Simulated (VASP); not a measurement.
# KI (P6_3/mmc) in VASP: notebook

KI is run at these levels: LDA, PBEsol, PBE; tasks: single point.

All numbers are computed with VASP 6.6.1; they aren't measurements. Logs are shortened: lines on timing, memory, paths and dates and some standing lists are left out, and cuts for length are marked.

### Step 1. The cell of the first run

It takes space group P6_3/mmc (No. 194, hexagonal). The conventional cell has a = 4.701 Å, b = 4.701 Å, c = 8.312 Å, α = 90.00°, β = 90.00°, γ = 120.00°. K (site symmetry -3m) has 6 I at 3.42 Å and 2 K at 4.16 Å within 4.5 Å. I (site symmetry -6m2) has 6 K at 3.42 Å within 4.5 Å.

### Step 2. Single point, LDA

The input, INCAR:

```
SYSTEM = KI
PREC = Accurate ; ENCUT = 500
EDIFF = 1E-6 ; ISMEAR = -1
SIGMA = 0.02 ; LREAL = .False.
LASPH = .True. ; NELM = 120
ALGO = Normal ; ISIF = 2
LWAVE = .False. ; LCHARG = .False.
NBANDS = 24 ; GGA_COMPAT = .False.
```

The input, KPOINTS:

```
Automatic mesh
0
Gamma
  6 6 4
  0 0 0
```

The input, POSCAR:

```
KI
1.0
    4.7005328961      0.0000000000      0.0000000000
   -2.3502664481      4.0707808994      0.0000000000
    0.0000000000      0.0000000000      8.3116030356
K I
2 2
Direct
    0.0000000000      0.0000000000      0.0000000000
    0.0000000000      0.0000000000      0.5000000000
    0.3333333333      0.6666666667      0.2500000000
    0.6666666667      0.3333333333      0.7500000000
```

Potentials or basis: VASP PAW LDA potentials, release 64 (K_sv, I).

Command:

```sh
> cat potpaw_LDA.64/K_sv/POTCAR potpaw_LDA.64/I/POTCAR > POTCAR
> mpirun -np 1 vasp_std > vasp.out
```

OUTCAR:

```text
SYSTEM = KI
   PREC = Accurate
   ENCUT = 500
   EDIFF = 1E-6
   ISMEAR = -1
   LREAL = .False.
   LASPH = .True.
   NELM = 120
   ISIF = 2

 ion  position               nearest neighbor table
   1  0.000  0.000  0.000-   3 3.42   4 3.42   4 3.42   3 3.42   4 3.42   3 3.42
   2  0.000  0.000  0.500-   3 3.42   4 3.42   4 3.42   3 3.42   4 3.42   3 3.42
   3  0.333  0.667  0.250-   1 3.42   2 3.42   1 3.42   2 3.42   1 3.42   2 3.42
   4  0.667  0.333  0.750-   1 3.42   2 3.42   1 3.42   2 3.42   1 3.42   2 3.42

  LATTYP: Found a hexagonal cell.
 ALAT       =     4.7005328961
 C/A-ratio  =     1.7682256926

  Lattice vectors:

 A1 = (   4.7005328961,   0.0000000000,   0.0000000000)
 A2 = (  -2.3502664481,   4.0707808994,   0.0000000000)
 A3 = (   0.0000000000,   0.0000000000,   8.3116030356)

Analysis of symmetry for initial positions (statically):
=====================================================================
 Subroutine PRICEL returns:
 Original cell was already a primitive cell.

 Routine SETGRP: Setting up the symmetry group for a
 hexagonal supercell.

 Subroutine GETGRP returns: Found 24 space group operations
 (whereof 12 operations were pure point group operations)
 out of a pool of 24 trial point group operations.

The static configuration has the point symmetry D_3d.
 The point group associated with its full space group is D_6h.

Analysis of symmetry for dynamics (positions and initial velocities):
=====================================================================
 Subroutine PRICEL returns:
 Original cell was already a primitive cell.

 Routine SETGRP: Setting up the symmetry group for a
 hexagonal supercell.

 Subroutine GETGRP returns: Found 24 space group operations
 (whereof 12 operations were pure point group operations)
 out of a pool of 24 trial point group operations.

The dynamic configuration has the point symmetry D_3d.
 The point group associated with its full space group is D_6h.

 Subroutine INISYM returns: Found 24 space group operations
 (whereof 12 operations are pure point group operations),
 and found     1 'primitive' translations

----------------------------------------------------------------------------------------

                                     Primitive cell

  volume of cell :     159.0412

  direct lattice vectors                    reciprocal lattice vectors
     4.700532896  0.000000000  0.000000000     0.212741836  0.122826556  0.000000000
    -2.350266448  4.070780899  0.000000000     0.000000000  0.245653113  0.000000000
     0.000000000  0.000000000  8.311603036     0.000000000  0.000000000  0.120313734

  length of vectors
     4.700532896  4.700532896  8.311603036     0.245653113  0.245653113  0.120313734

  position of ions in fractional coordinates (direct lattice)
     0.000000000  0.000000000  0.000000000
     0.000000000  0.000000000  0.500000000
     0.333333333  0.666666667  0.250000000
     0.666666667  0.333333333  0.750000000

  ion indices of the primitive-cell ions
   primitive index   ion index
                 1           1
                 2           2
                 3           3
                 4           4

----------------------------------------------------------------------------------------

 KPOINTS: Automatic mesh

Automatic generation of k-mesh.
 Grid dimensions read from file:
 generate k-points for:    6    6    4

 Generating k-lattice:

  Cartesian coordinates                     Fractional coordinates (reciprocal lattice)
     0.035456973  0.020471093  0.000000000     0.166666667  0.000000000  0.000000000
     0.000000000  0.040942185  0.000000000     0.000000000  0.166666667  0.000000000
     0.000000000  0.000000000  0.030078434     0.000000000  0.000000000  0.250000000

  Length of vectors
     0.040942185  0.040942185  0.030078434

  Shift w.r.t. Gamma in fractional coordinates (k-lattice)
     0.000000000  0.000000000  0.000000000

 Subroutine IBZKPT returns following result:
 ===========================================

 Found     21 irreducible k-points:

 Following reciprocal coordinates:
            Coordinates               Weight
  0.000000  0.000000  0.000000      1.000000
  0.166667 -0.000000  0.000000      6.000000
  0.333333  0.000000  0.000000      6.000000
  0.500000  0.000000  0.000000      3.000000
  0.166667  0.166667  0.000000      6.000000
  0.333333  0.166667  0.000000     12.000000
[... 13 lines left out ...]
  0.333333  0.166667  0.500000     12.000000
  0.333333  0.333333  0.500000      2.000000
   k-points           NKPTS =     21   k-points in BZ     NKDIM =     21   number of bands    NBANDS=     24
   number of dos      NEDOS =    301   number of ions     NIONS =      4
   total plane-waves  NPLWV =  82944
   dimension x,y,z NGX =    36 NGY =   36 NGZ =   64
   dimension x,y,z NGXF=    72 NGYF=   72 NGZF=  128
   ions per type =               2   2
   NGX,Y,Z   is equivalent  to a cutoff of  12.73, 12.73, 12.80 a.u.
   NGXF,Y,Z  is equivalent  to a cutoff of  25.46, 25.46, 25.60 a.u.
 SYSTEM =  KI
   PREC   = accura    normal or accurate (medium, high low for compatibility)
   ISTART =      0    job   : 0-new  1-cont  2-samecut
   ICHARG =      2    charge: 1-file 2-atom 10-const
   ISPIN  =      1    spin polarized calculation?
   LNONCOLLINEAR =      F non collinear calculations
   LSORBIT =      F    spin-orbit coupling
   LASPH  =      T    aspherical Exc in radial PAW
   ENCUT  =  500.0 eV  36.75 Ry    6.06 a.u.   8.57  8.57 15.15*2*pi/ulx,y,z
   NELM   =    120;   NELMIN=  2; NELMDL= -5     # of ELM steps
   EDIFF  = 0.1E-05   stopping-criterion for ELM
   LREAL  =      F    real-space projection
   EDIFFG = 0.1E-04   stopping-criterion for IOM
   NSW    =      0    number of steps for IOM
   IBRION =     -1    ionic relax: 0-MD 1-quasi-New 2-CG
   NFREE  =      0    steps in history (QN), initial steepest desc. (CG)
   ISIF   =      2    stress and relaxation
   ISYM   =      2    0-nonsym 1-usesym 2-fastsym
   POTIM  = 0.5000    time-step for ionic-motion
   TEBEG  =    0.0;   TEEND  =   0.0 temperature during run
   PSTRESS=    0.0 pullay stress
   NELECT =      32.0000    total number of electrons
   NUPDOWN=      -1.0000    fix difference up-down
   EMIN   =  10.00;   EMAX   =-10.00  energy-range for DOS
   EFERMI =   0.00;   METHOD = LEGACY
   ISMEAR =    -1;   SIGMA  =   0.02  broadening in eV -4-tet -1-fermi 0-gaus
   EFERMI_NEDOS =   21; number of points for ismear=-14 and -15
   IALGO  =     38    algorithm
   IMIX   =      4    mixing-type and parameters
     AMIX     =   0.40;   BMIX     =  1.00
     AMIX_MAG =   1.60;   BMIX_MAG =  1.00
  volume/ion in A,a.u.               =      39.76       268.32
  Fermi-wavevector in a.u.,A,eV,Ry     =   0.959301  1.812816 12.520879  0.920259
  Thomas-Fermi vector in A             =   2.088485
   LORBIT       =      0    0 simple, 1 ext, 2 COOP (PROOUT), +10 PAW based schemes
   GGA     = CA    functional components
   LHFCALC =     F    Hartree Fock is set to
   AEXX    =    0.0000 exact exchange contribution
   IVDW    =     0    specifies the selected vdW correction
   LEPSILON=     F    determine dielectric tensor
   LRPA    =     F    only Hartree local field effects (RPA)
 non-spin polarized calculation
  energy-cutoff  :      500.00
  volume of cell :      159.04
 maximum number of plane-waves:      4093
 NGX is ok and might be reduce to    36
   NGX = 17   NGY = 17   NGZ = 31

 number of electron      31.9999998 magnetization

 Free energy of the ion-electron system (eV)
  ---------------------------------------------------
  ext. energy  EPLUGINS =         0.00000000
  ---------------------------------------------------
  free energy    TOTEN  =       -12.25495232 eV

  energy without entropy =      -12.25495232  energy(sigma->0) =      -12.25495232

 E-fermi :   0.4650     XC(G=0):  -8.0288

 val. band max:        0.0594593329   @ k =   0.0000   0.0000   0.0000
 cond. band min:       3.8175454081   @ k =   0.0000   0.0000   0.0000
 fundamental gap:      3.7580860752
 Fermi energy:         0.4649796136

 k-point     1 :       0.0000    0.0000    0.0000
  band No.  band energies     occupation
      1     -28.0787      2.00000
      2     -28.0699      2.00000
      3     -12.1731      2.00000
      4     -11.8200      2.00000
      5     -11.8200      2.00000
      6     -11.7993      2.00000
[... 16 lines left out ...]
     23       6.7280      0.00000
     24       7.9706      0.00000

 k-point     2 :       0.1667   -0.0000    0.0000
  band No.  band energies     occupation
      1     -28.0777      2.00000
      2     -28.0691      2.00000
      3     -12.1256      2.00000
      4     -11.8991      2.00000
      5     -11.8254      2.00000
      6     -11.8192      2.00000
[... 16 lines left out ...]
     23       6.9670      0.00000
     24       7.5481      0.00000

 k-point     3 :       0.3333    0.0000    0.0000
  band No.  band energies     occupation
      1     -28.0757      2.00000
      2     -28.0674      2.00000
      3     -12.0693      2.00000
      4     -11.9727      2.00000
      5     -11.8585      2.00000
      6     -11.8361      2.00000
[... 16 lines left out ...]
     23       7.5743      0.00000
     24       8.0731      0.00000

 k-point     4 :       0.5000    0.0000    0.0000
  band No.  band energies     occupation
      1     -28.0747      2.00000
      2     -28.0665      2.00000
      3     -12.1050      2.00000
      4     -11.9277      2.00000
      5     -11.8779      2.00000
      6     -11.8415      2.00000
[... 16 lines left out ...]
     23       8.2126      0.00000
     24       8.2132      0.00000

 k-point     5 :       0.1667    0.1667    0.0000
  band No.  band energies     occupation
      1     -28.0762      2.00000
      2     -28.0678      2.00000
      3     -12.0518      2.00000
      4     -11.9848      2.00000
      5     -11.8448      2.00000
      6     -11.8430      2.00000
[... 16 lines left out ...]
     23       7.4837      0.00000
     24       7.8957      0.00000

 k-point     6 :       0.3333    0.1667    0.0000
  band No.  band energies     occupation
      1     -28.0747      2.00000
      2     -28.0665      2.00000
      3     -12.0590      2.00000
      4     -11.9514      2.00000
      5     -11.8782      2.00000
      6     -11.8673      2.00000
[... 16 lines left out ...]
     23       7.8347      0.00000
     24       8.5240      0.00000
[... 298 lines left out ...]
 k-point    18 :       0.5000    0.0000    0.5000
  band No.  band energies     occupation
      1     -28.0706      2.00000
      2     -28.0706      2.00000
      3     -11.9972      2.00000
      4     -11.9972      2.00000
      5     -11.8567      2.00000
      6     -11.8567      2.00000
[... 16 lines left out ...]
     23       8.5676      0.00000
     24       8.5676      0.00000

 k-point    19 :       0.1667    0.1667    0.5000
  band No.  band energies     occupation
      1     -28.0720      2.00000
      2     -28.0720      2.00000
      3     -11.9818      2.00000
      4     -11.9818      2.00000
      5     -11.8568      2.00000
      6     -11.8568      2.00000
[... 16 lines left out ...]
     23       7.9066      0.00000
     24       7.9066      0.00000

 k-point    20 :       0.3333    0.1667    0.5000
  band No.  band energies     occupation
      1     -28.0706      2.00000
      2     -28.0706      2.00000
      3     -11.9832      2.00000
      4     -11.9832      2.00000
      5     -11.8577      2.00000
      6     -11.8577      2.00000
[... 16 lines left out ...]
     23       8.0144      0.00000
     24       8.0144      0.00000

 k-point    21 :       0.3333    0.3333    0.5000
  band No.  band energies     occupation
      1     -28.0702      2.00000
      2     -28.0702      2.00000
      3     -11.9706      2.00000
      4     -11.9706      2.00000
      5     -11.8687      2.00000
      6     -11.8687      2.00000
[... 16 lines left out ...]
     23       7.4578      0.00000
     24       7.4578      0.00000

------------------------ aborting loop because EDIFF is reached ----------------------------------------

  FORCE on cell =-STRESS in cart. coord.  units (eV):
  Direction    XX          YY          ZZ          XY          YZ          ZX
  --------------------------------------------------------------------------------------
  -------------------------------------------------------------------------------------
  Total        0.0473306      0.0473306      0.0161308     -0.0000000     -0.0000000     -0.0000000
  in kB        0.4768076      0.4768076      0.1625012     -0.0000000     -0.0000000     -0.0000000
  external PRESSURE =       0.3720388 kB  Pullay stress =       0.0000000 kB

 VOLUME and BASIS-vectors are now :
 -----------------------------------------------------------------------------
  energy-cutoff  :      500.00
  volume of cell :      159.04
      direct lattice vectors                 reciprocal lattice vectors
     4.700532896  0.000000000  0.000000000     0.212741836  0.122826556  0.000000000
    -2.350266448  4.070780899  0.000000000     0.000000000  0.245653113  0.000000000
     0.000000000  0.000000000  8.311603036     0.000000000  0.000000000  0.120313734

 POSITION                                       TOTAL-FORCE (eV/Angst)
 -----------------------------------------------------------------------------------
      0.00000      0.00000      0.00000        -0.000000      0.000000     -0.000000
      0.00000      0.00000      4.15580        -0.000000      0.000000     -0.000000
     -0.00000      2.71385      2.07790        -0.000000     -0.000000     -0.000000
      2.35027      1.35693      6.23370         0.000000      0.000000      0.000000
 -----------------------------------------------------------------------------------
    total drift:                               -0.000000      0.000000     -0.000000

  FREE ENERGIE OF THE ION-ELECTRON SYSTEM (eV)
  ---------------------------------------------------
  free  energy   TOTEN  =       -12.2549523181 eV

  energy  without entropy=      -12.2549523181  energy(sigma->0) =      -12.25495232
```

It took 95 s on 1 thread of Oxide Virtual Turin-like, shared host; peak memory 0.22 GiB.

What came out:

* Free energy: -12.2550 eV
* Pressure: 0.0 GPa
* Band gap on the k mesh: 3.76 eV

Caveat: spin-orbit coupling is left out, which moves the levels of the heavy elements. A k mesh can miss the band edges.

### Step 3. Single point, PBEsol

This run uses another cell than the first one, of 43.14 Å³/atom.

The input, INCAR:

```
SYSTEM = KI
PREC     = Accurate       ! precision mode
ENCUT    = 500            ! plane-wave cutoff, eV
EDIFF    = 1E-6           ! SCF threshold, eV
ISMEAR   = -1             ! smearing method
SIGMA    = 0.02           ! smearing width, eV
LREAL    = .FALSE.        ! projectors in reciprocal space
LASPH    = .TRUE.         ! aspherical terms in the spheres
NELM     = 120            ! most SCF steps
ALGO     = Normal         ! electronic algorithm
ISIF     = 2              ! what is computed and relaxed
LWAVE    = .FALSE.        ! write WAVECAR
LCHARG   = .TRUE.         ! write CHGCAR
GGA      = PS             ! functional
LELF     = .TRUE.         ! ELF
LVHAR    = .TRUE.       
NBANDS   = 24             ! bands
GGA_COMPAT= .FALSE.
```

The input, KPOINTS:

```
regular mesh
0
G
  6 6 4
  0 0 0
```

The input, POSCAR:

```
KI
1.0
    4.8365833626      0.0000000000      0.0000000000
   -2.4182916813      4.1886040595      0.0000000000
    0.0000000000      0.0000000000      8.5180345017
K I
2 2
Direct
    0.0000000000      0.0000000000      0.0000000000
    0.0000000000      0.0000000000      0.5000000000
    0.3333333333      0.6666666667      0.2500000000
    0.6666666667      0.3333333333      0.7500000000
```

Potentials or basis: VASP PAW PBE potentials, release 64 (K_sv, I).

Command:

```sh
> cat potpaw_PBE.64/K_sv/POTCAR potpaw_PBE.64/I/POTCAR > POTCAR
> mpirun -np 1 vasp_std > vasp.out
```

It took 1.9 min on 1 thread of Oxide Virtual Turin-like, shared host; peak memory 0.26 GiB.

The run converged. Its results:

```yaml
Free_energy: -11.5570 eV
Pressure: 0.0 GPa
Band_gap_on_the_k_mesh: 3.77 eV
```

Levels at points of the mesh, in eV from the valence-band top:
```csv
k point,band 14,band 15,band 16,band 17,band 18,band 19
"(0.00, 0.00, 0.00)",-0.22,0.00,0.00,3.77,5.43,5.55
"(0.50, 0.00, 0.00)",-0.66,-0.40,-0.37,4.93,5.68,5.72
"(0.00, 0.00, 0.50)",-0.16,-0.16,-0.16,4.90,4.90,6.24
"(0.50, 0.00, 0.50)",-0.57,-0.38,-0.38,5.50,5.50,5.56
```

Caveat: the PAW data sets were made with another functional, which shifts forces and pressure a little; spin-orbit coupling is left out, which moves the levels of the heavy elements. A k mesh can miss the band edges.

### Step 4. Single point, PBE

This run uses another cell than the first one, of 46.37 Å³/atom.

The input, INCAR:

```
PREC     = Accurate       # precision mode
ENCUT    = 500            # plane-wave cutoff, eV
EDIFF    = 1E-6           # SCF threshold, eV
ISMEAR   = -1             # smearing method
SIGMA    = 0.02           # smearing width, eV
LREAL    = False          # projectors in reciprocal space
LASPH    = True           # aspherical terms in the spheres
NELM     = 120            # most SCF steps
ALGO     = Normal         # electronic algorithm
ISIF     = 2              # what is computed and relaxed
LWAVE    = False          # write WAVECAR
LCHARG   = False          # write CHGCAR
GGA      = PE             # functional
NBANDS   = 24             # bands
GGA_COMPAT= False
```

The input, KPOINTS:

```
Automatic mesh
0
Gamma
  6 6 4
```

The input, POSCAR:

```
KI
1.0
    4.9705500350      0.0000000000      0.0000000000
   -2.4852750175      4.3046226011      0.0000000000
    0.0000000000      0.0000000000      8.6682758660
K I
2 2
Direct
    0.0000000000      0.0000000000      0.0000000000
    0.0000000000      0.0000000000      0.5000000000
    0.3333333333      0.6666666667      0.2500000000
    0.6666666667      0.3333333333      0.7500000000
```

Command:

```sh
> cat potpaw_PBE.64/K_sv/POTCAR potpaw_PBE.64/I/POTCAR > POTCAR
> mpirun -np 1 vasp_std > vasp.out
```

It took 1.9 min on 1 thread of Oxide Virtual Turin-like, shared host; peak memory 0.26 GiB.

Results (log left out):

| Quantity | Value |
| --- | --- |
| Free energy | -11.0548 eV |
| Pressure | 0.0 GPa |
| Band gap on the k mesh | 3.78 eV |

Levels at points of the mesh, in eV from the valence-band top:
```tsv
k point	band 13	band 14	band 15	band 16	band 17	band 18	band 19	band 20
(0.00, 0.00, 0.00)	-0.25	-0.17	0.00	0.00	3.78	5.49	5.73	6.70
(0.50, 0.00, 0.00)	-0.62	-0.54	-0.33	-0.32	5.11	5.75	5.75	6.84
(0.00, 0.00, 0.50)	-0.13	-0.13	-0.13	-0.13	4.85	4.85	6.32	6.32
(0.50, 0.00, 0.50)	-0.47	-0.47	-0.32	-0.32	5.56	5.56	5.70	5.70
```

Caveat: spin-orbit coupling is left out, which moves the levels of the heavy elements. A k mesh can miss the band edges.

### Step 5. The runs side by side

```tsv
level	potentials or basis	cell	gap on the mesh (eV)	pressure (GPa)
LDA	VASP PAW LDA potentials, release 64 (K_sv, I)	a = 4.701, b = 4.701, c = 8.312 Å, angles 90.0, 90.0, 120.0°, 4 atoms	3.76	0.0
PBEsol	VASP PAW PBE potentials, release 64 (K_sv, I)	a = 4.837, b = 4.837, c = 8.518 Å, angles 90.0, 90.0, 120.0°, 4 atoms	3.77	0.0
PBE	VASP PAW PBE potentials, release 64 (K_sv, I)	a = 4.971, b = 4.971, c = 8.668 Å, angles 90.0, 90.0, 120.0°, 4 atoms	3.78	0.0
```

Alike in all rows: task single point; no spin polarisation; k mesh 6 × 6 × 4; cutoff (eV) 500; smearing fermi-dirac 0.02 eV.

Caveats: spin-orbit coupling is left out, which moves the levels of the heavy elements; the PAW data sets were made with another functional, which shifts forces and pressure a little (at least some runs).

Absolute energies hang on the potentials; compare differences alone.
